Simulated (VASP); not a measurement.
InSb, 2 atoms in the cell. It takes space group I-4m2 (No. 119, tetragonal). Conventional cell: a = 4.718 Å, b = 4.718 Å, c = 6.478 Å, α = 90.00°, β = 90.00°, γ = 90.00°. Within 3.8 Å of In (site symmetry -4m2) lie 4 Sb at 2.86 Å. Within 3.8 Å of Sb (site symmetry -4m2) lie 4 In at 2.86 Å.  This cell differs from its parent crystal: equal xx and yy strain of +3 %.

| Item | Value |
| --- | --- |
| Program | VASP 6.6.1 |
| Task | electric field gradients |
| Functional | PBE |
| Potentials or basis | VASP PAW PBE potentials, release 64 (In_d, Sb) |
| Cutoff | 520 eV |
| k mesh | 10 × 10 × 10 |
| Occupations | fermi-dirac, width 0.03 eV |
| Spin | no spin polarisation |
| Dipole correction | no |
| Further INCAR settings | ALGO = Normal; EDIFF = 1e-08; NBANDS = 16 |

Potentials or basis: VASP PAW PBE potentials, release 64 (In_d, Sb).

Run with:

```console
$ cat potpaw_PBE.64/In_d/POTCAR potpaw_PBE.64/Sb/POTCAR > POTCAR
$ mpirun -np 1 vasp_std > vasp.out
```

Hardware: 1 thread of AMD EPYC 7R43 64-Core Processor (Zen 3), on a shared host.

Task: Estimate the wall time of this run.

Result: Wall time 3 min on 1 thread of AMD EPYC 7R43 64-Core Processor (Zen 3), with other jobs on the host, peak memory 0.25 GiB. Counts: scf iterations 15, k points 102.
